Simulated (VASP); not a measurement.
Runs of VASP 6.6.1 on GaSb. The structure is that of space group F-43m (No. 216), or close to it. The cells are those of the table. 

```tsv
task	cell	cutoff (eV)	smearing	gap on the mesh (eV)	pressure (GPa)
relaxation of cell and atoms	relaxed from a = 4.164 Å, angles 60.0°, 2 atoms	600	gaussian 0.2 eV	none	0.0
single point	a = 4.326 Å, angles 60.0°, 2 atoms	500	gaussian 0.1 eV	-	2.5
single point	a = 4.389 Å, angles 60.0°, 2 atoms	520	gaussian 0.2 eV	none	0.3
single point	a = 4.378 Å, angles 60.0°, 2 atoms	500	gaussian 0.2 eV	none	(a)
single point	a = 4.389 Å, angles 60.0°, 2 atoms	500	gaussian 0.1 eV	none	0.3
```

Alike in all rows: level PBE; potentials or basis VASP PAW PBE potentials, release 64 (Ga_d, Sb); no spin polarisation; k mesh 6 × 6 × 6.

Question: Estimate the missing entries.

Answer: (a) 0.7.

Caveats: spin-orbit coupling is left out, which moves the levels of the heavy elements.

A k mesh can miss the band edges, and the runs leave out spin-orbit coupling on Ga, Sb.

A gap of «none» marks levels without a gap at the run's occupations.
